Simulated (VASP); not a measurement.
**Rb: single point with PBEsol**

Rb:

```xyz
1
Lattice="-2.8060 2.8060 2.7779 2.8060 -2.8060 2.7779 2.8060 2.8060 -2.7779" Properties=species:S:1:pos:R:3 pbc="T T T"
Rb    0.0000    0.0000    0.0000
```

This cell differs from its parent crystal: zz strain of -1 %.

| Property | Result |
| --- | --- |
| Program | VASP 6.6.1 |
| Task | single point |
| Functional | PBEsol |
| Potentials or basis | VASP PAW PBE potentials, release 64 (Rb_sv) |
| Cutoff | 520 eV |
| k mesh | 8 × 8 × 8 |
| Occupations | fermi-dirac, width 0.05 eV |
| Spin | no spin polarisation |

```yaml
Pressure: 0.0 GPa
```

Levels at points of the mesh, in eV from the Fermi level:
| k point | band 1 | band 2 | band 3 | band 4 | band 5 | band 6 | band 7 | band 8 | band 9 |
| --- | --- | --- | --- | --- | --- | --- | --- | --- | --- |
| (0.00, 0.00, 0.00) | -28.85 | -12.90 | -12.90 | -12.90 | -2.05 | 3.66 | 3.71 | 3.71 | 4.63 |
| (0.50, 0.00, 0.00) | -28.85 | -13.01 | -12.93 | -12.90 | 0.21 | 0.80 | 2.55 | 4.34 | 5.24 |
| (0.50, 0.50, 0.00) | -28.85 | -13.01 | -12.93 | -12.90 | 0.20 | 0.77 | 2.61 | 4.30 | 5.28 |
| (0.50, 0.50, 0.50) | -28.85 | -12.98 | -12.98 | -12.98 | 1.20 | 1.23 | 3.29 | 3.29 | 3.39 |

It took 12 s on 1 thread of Intel(R) Xeon(R) 6975P-C (Granite Rapids) (shared host), peak memory 0.22 GiB.

Caveat: the cell differs from its parent crystal (zz strain of -1 %); the PAW data sets were made with another functional, which shifts forces and pressure a little.
